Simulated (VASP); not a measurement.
Here is a VASP 6.6.1 calculation.

INCAR

```
SYSTEM = KF
PREC = Accurate
ENCUT = 520
EDIFF = 1E-7
ISMEAR = 0
SIGMA = 0.05
LREAL = .FALSE.
LASPH = .TRUE.
NELM = 100
ALGO = Normal
ISIF = 2
LWAVE = .FALSE.
LCHARG = .FALSE.
GGA = CA
NBANDS = 15
```

Contents of KPOINTS:

```
regular mesh
0
G
  8 8 8
  0 0 0
```

File POSCAR:

```
KF
1.0
    0.0000000000      2.5398250000      2.6735000000
    2.5398250000      0.0000000000      2.6735000000
    2.5398250000      2.5398250000      0.0000000000
K F
1 1
Direct
    0.0000000000      0.0000000000      0.0000000000
    0.5000000000      0.5000000000      0.5000000000
```

Potentials or basis: VASP PAW LDA potentials, release 64 (K_sv, F).

The run is started by

```sh
$ cat potpaw_LDA.64/K_sv/POTCAR potpaw_LDA.64/F/POTCAR > POTCAR
$ mpirun -np 1 vasp_std > vasp.out
```

(1) What does it give for the pressure?

(2) What does it give for the band gap on the k mesh?

Answers

(1) 0.4 GPa.

(2) 6.27 eV, direct.

Caveat: the cell differs from its parent crystal (strain -0.050 along x and y, +0.000 along z).
